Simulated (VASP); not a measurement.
# Mg (Im-3m) in VASP: notebook, part 3 of 3

VASP 6.6.1.

**5. Relaxation of cell and atoms, PBEsol, target pressure 50 GPa, at which the enthalpy is minimised**

This run uses another cell than the first one, of 22.29 Å³/atom.

Input file INCAR:

```
SYSTEM = Mg
PREC = Accurate
ENCUT = 600
EDIFF = 1E-6
ISMEAR = 0
SIGMA = 0.1
LREAL = .FALSE.
LASPH = .TRUE.
NELM = 100
ALGO = Normal
ISIF = 3
LWAVE = .FALSE.
LCHARG = .FALSE.
GGA = PS
IBRION = 2
NSW = 100
EDIFFG = -0.002
PSTRESS = 500.0
```

Input file KPOINTS:

```
Automatic mesh
0
G
  24 24 24
  0 0 0
```

Input file POSCAR:

```
Mg
1.0
   -1.7727644967      1.7727644967      1.7727644967
    1.7727644967     -1.7727644967      1.7727644967
    1.7727644967      1.7727644967     -1.7727644967
Mg
1
Direct
    0.0000000000      0.0000000000      0.0000000000
```

Potentials or basis: VASP PAW PBE potentials, release 64 (Mg).

Started as:

```
cat potpaw_PBE.64/Mg/POTCAR > POTCAR
mpirun -np 1 vasp_std > vasp.out
```

OUTCAR:

```text
SYSTEM = Mg
   PREC = Accurate
   ENCUT = 600
   EDIFF = 1E-6
   ISMEAR = 0
   LREAL = .FALSE.
   LASPH = .TRUE.
   NELM = 100
   ISIF = 3
   GGA = PS
   IBRION = 2
   NSW = 100
   EDIFFG = -0.002
   PSTRESS = 500.0

 ion  position               nearest neighbor table
   1  0.000  0.000  0.000-

  LATTYP: Found a body centered cubic cell.
 ALAT       =     3.5455289934

  Lattice vectors:

 A1 = (  -1.7727644967,   1.7727644967,   1.7727644967)
 A2 = (   1.7727644967,  -1.7727644967,   1.7727644967)
 A3 = (   1.7727644967,   1.7727644967,  -1.7727644967)

Analysis of symmetry for initial positions (statically):
=====================================================================
 Subroutine PRICEL returns:
 Original cell was already a primitive cell.

 Routine SETGRP: Setting up the symmetry group for a
 body centered cubic supercell.

 Subroutine GETGRP returns: Found 48 space group operations
 (whereof 48 operations were pure point group operations)
 out of a pool of 48 trial point group operations.

The static configuration has the point symmetry O_h .

Analysis of symmetry for dynamics (positions and initial velocities):
=====================================================================
 Subroutine PRICEL returns:
 Original cell was already a primitive cell.

 Routine SETGRP: Setting up the symmetry group for a
[... 134 lines left out ...]
   LRPA    =     F    only Hartree local field effects (RPA)
 conjugate gradient relaxation of ions
 non-spin polarized calculation
 Gauss-broadening in eV      SIGMA  =   0.10
  energy-cutoff  :      600.00
  volume of cell :       22.29
 maximum number of plane-waves:       767
 NGX is ok and might be reduce to    28
   NGX = 13   NGY = 13   NGZ = 13

--------------------------------------- Ionic step        1  -------------------------------------------

 number of electron       2.0000000 magnetization

 Free energy of the ion-electron system (eV)
  ---------------------------------------------------
  ext. energy  EPLUGINS =         0.00000000
  ---------------------------------------------------
  free energy    TOTEN  =        -1.69683014 eV

  energy without entropy =       -1.69497502  energy(sigma->0) =       -1.69590258

 E-fermi :   2.7679     XC(G=0):  -8.6304

 val. band max:        2.7399884936   @ k =   0.2917   0.2917   0.0833
 cond. band min:       2.7738607335   @ k =  -0.3750  -0.4583   0.2083
 fundamental gap:      0.0338722400
 Fermi energy:         2.7679371061
[... 700 lines left out ...]
  energy  without entropy=       -1.1366069940  energy(sigma->0) =       -1.13732738

  enthalpy is  TOTEN    =         3.5320456588 eV   P V=        4.6700934249

[... ionic steps 4 to 14 ...]

--------------------------------------- Ionic step       15  -------------------------------------------

 number of electron       2.0000000 magnetization

------------------------ aborting loop because EDIFF is reached ----------------------------------------
[... 69 lines left out ...]
--------------------------------------- Ionic step       17  -------------------------------------------

 number of electron       2.0000000 magnetization

 Free energy of the ion-electron system (eV)
  ---------------------------------------------------
  ext. energy  EPLUGINS =         0.00000000
  ---------------------------------------------------
  free energy    TOTEN  =        -0.78416856 eV

  energy without entropy =       -0.78255417  energy(sigma->0) =       -0.78336137

 E-fermi :   6.0829     XC(G=0): -10.3651

 val. band max:        6.0724260833   @ k =   0.4167   0.0833   0.0000
 cond. band min:       6.0854376678   @ k =   0.3750   0.1667   0.0417
 fundamental gap:      0.0130115846
 Fermi energy:         6.0828909638
[... 224 lines left out ...]
  energy  without entropy=       -0.7825541703  energy(sigma->0) =       -0.78336137

  enthalpy is  TOTEN    =         3.4565926171 eV   P V=        4.2407611783

 reached required accuracy - stopping structural energy minimisation
```

Wall time 5 min (1 thread of Intel Xeon Platinum 8259CL at 2.50GHz (Skylake/Cascade Lake), shared host); peak memory 0.24 GiB.

What came out:

```
Free energy                                                : -0.7842 eV
Relaxed volume                                             : 13.59 Å³/atom
Relaxed cell                                               : a = 2.604 Å, b = 2.604 Å, c = 2.604 Å, α = 109.47°, β = 109.47°, γ = 109.47°
Space group after relaxing (to 0.1 Å)                      : Im-3m (No. 229)
Energy change on relaxing (the run minimises the enthalpy) : +912.7 meV/atom
Ionic steps                                                : 17
Pressure after relaxing                                    : 50.0 GPa
Band gap on the k mesh                                     : zero (bands 1 and 2 overlap by 4.86 eV)
```

Step by step:
```csv
step,energy change (eV),largest force (eV/Å),pressure (GPa),volume (Å³)
1,0.0000,0.0000,0.26,22.29
2,8.8093,0.0000,492.83,6.59
3,0.5588,0.0000,33.48,14.96
4,0.7532,0.0000,42.59,14.14
5,0.9166,0.0000,50.18,13.58
6,0.8716,0.0000,48.09,13.72
7,0.8736,0.0000,48.19,13.72
8,0.8798,0.0000,48.47,13.70
9,0.8799,0.0000,48.48,13.70
10,0.8802,0.0000,48.49,13.69
11,0.8807,0.0000,48.52,13.69
12,0.8819,0.0000,48.57,13.69
13,0.8843,0.0000,48.68,13.68
14,0.8890,0.0000,48.90,13.67
15,0.8985,0.0000,49.34,13.63
16,0.9176,0.0000,50.23,13.57
17,0.9127,0.0000,50.00,13.59
```

Final structure:
```
CELL_PARAMETERS angstrom
-1.50329 1.50329 1.50329
1.50329 -1.50329 1.50329
1.50329 1.50329 -1.50329
ATOMIC_POSITIONS crystal
Mg 0.00000 0.00000 0.00000
```

Levels at points of the mesh, in eV from the Fermi level:
```tsv
k point	band 1	band 2	band 3	band 4	band 5
(0.00, 0.00, 0.00)	-9.57	16.92	16.92	16.92	19.61
(0.50, 0.00, 0.00)	-2.29	-0.95	10.59	14.14	14.38
(0.50, 0.50, 0.50)	3.91	3.91	5.85	5.85	5.85
```

Caveat: the cell is relaxed towards a set pressure, so the run minimises the enthalpy, not the energy; the volume moved by over 15 % at a fixed basis, so the end points are rough; the PAW data sets were made with another functional, which shifts forces and pressure a little.

**6. Relaxation of cell and atoms, PBEsol, target pressure 30 GPa, at which the enthalpy is minimised**

This run uses another cell than the first one, of 15.28 Å³/atom.

Input file INCAR:

```
SYSTEM = Mg
PREC = Accurate ; ENCUT = 600
EDIFF = 1E-6 ; ISMEAR = 0
SIGMA = 0.1 ; LREAL = .FALSE.
LASPH = .TRUE. ; NELM = 60
ALGO = Fast ; ISIF = 3
LWAVE = .FALSE. ; LCHARG = .FALSE.
GGA = PS ; IBRION = 2
NSW = 70 ; EDIFFG = -0.004
PSTRESS = 300.0
```

Input file KPOINTS:

```
Automatic mesh
0
G
  28 28 28
  0 0 0
```

Input file POSCAR:

```
Mg
1.0
   -1.5631114794      1.5631114794      1.5631114794
    1.5631114794     -1.5631114794      1.5631114794
    1.5631114794      1.5631114794     -1.5631114794
Mg
1
Direct
    0.0000000000      0.0000000000      0.0000000000
```

Potentials or basis: VASP PAW PBE potentials, release 64 (Mg).

Started as:

```
cat potpaw_PBE.64/Mg/POTCAR > POTCAR
mpirun -np 1 vasp_std > vasp.out
```

It took 48 s on 1 thread of Intel Xeon Platinum 8259CL at 2.50GHz (Skylake/Cascade Lake), shared host; peak memory 0.21 GiB.

It converged, with:

```yaml
Free_energy: -1.2103 eV
Relaxed_volume: 15.33 Å³/atom
Relaxed_cell: a = 2.711 Å, b = 2.711 Å, c = 2.711 Å, α = 109.47°, β = 109.47°, γ = 109.47°
Space_group_after_relaxing_to_0.1_Å: Im-3m (No. 229)
Energy_change_on_relaxing_the_run_minimises_the_enthalpy: -10.6 meV/atom
Ionic_steps: 3
Pressure_after_relaxing: 30.0 GPa
Band_gap_on_the_k_mesh: zero (bands 1 and 2 overlap by 4.90 eV)
```

Step by step:
```csv
step,energy change (eV),largest force (eV/Å),pressure (GPa),volume (Å³)
1,0.0000,0.0000,30.50,15.28
2,-0.0199,0.0000,29.55,15.38
3,-0.0106,0.0000,30.00,15.33
```

Final structure:
```
Mg
1.0
    -1.56502    1.56502    1.56502
     1.56502   -1.56502    1.56502
     1.56502    1.56502   -1.56502
Mg
1
Direct
  0.00000 0.00000 0.00000
```

Levels at points of the mesh, in eV from the Fermi level:
```csv
k point,band 1,band 2,band 3,band 4
"(0.00, 0.00, 0.00)",-8.91,15.93,15.93,15.93
"(0.50, 0.00, 0.00)",-2.12,-0.92,10.11,13.00
"(0.50, 0.50, 0.50)",3.98,3.98,5.28,5.28
```

Caveat: the cell is relaxed towards a set pressure, so the run minimises the enthalpy, not the energy; the PAW data sets were made with another functional, which shifts forces and pressure a little.

**7. Summary**

```csv
cell,k mesh,gap on the mesh (eV),pressure (GPa)
"relaxed to 50 GPa from a = 2.599 Å, angles 109.5°, 1 atom",28 × 28 × 28,none,50.0
"relaxed to 30 GPa from a = 2.599 Å, angles 109.5°, 1 atom",28 × 28 × 28,none,30.0
"relaxed to 75 GPa from a = 2.599 Å, angles 109.5°, 1 atom",28 × 28 × 28,none,75.0
"relaxed to 50 GPa from a = 3.071 Å, angles 109.5°, 1 atom",24 × 24 × 24,none,50.0
"relaxed to 30 GPa from a = 2.707 Å, angles 109.5°, 1 atom",28 × 28 × 28,none,30.0
```

Alike in all rows: task relaxation of cell and atoms; level PBEsol; potentials or basis VASP PAW PBE potentials, release 64 (Mg); no spin polarisation; cutoff (eV) 600; smearing gaussian 0.1 eV.

Caveats: the cell is relaxed towards a set pressure, so the run minimises the enthalpy, not the energy; the PAW data sets were made with another functional, which shifts forces and pressure a little; the volume moved by over 15 % at a fixed basis, so the end points are rough (at least some runs).

Total energies depend on the potentials used, so only differences within one code and one set of settings carry meaning.
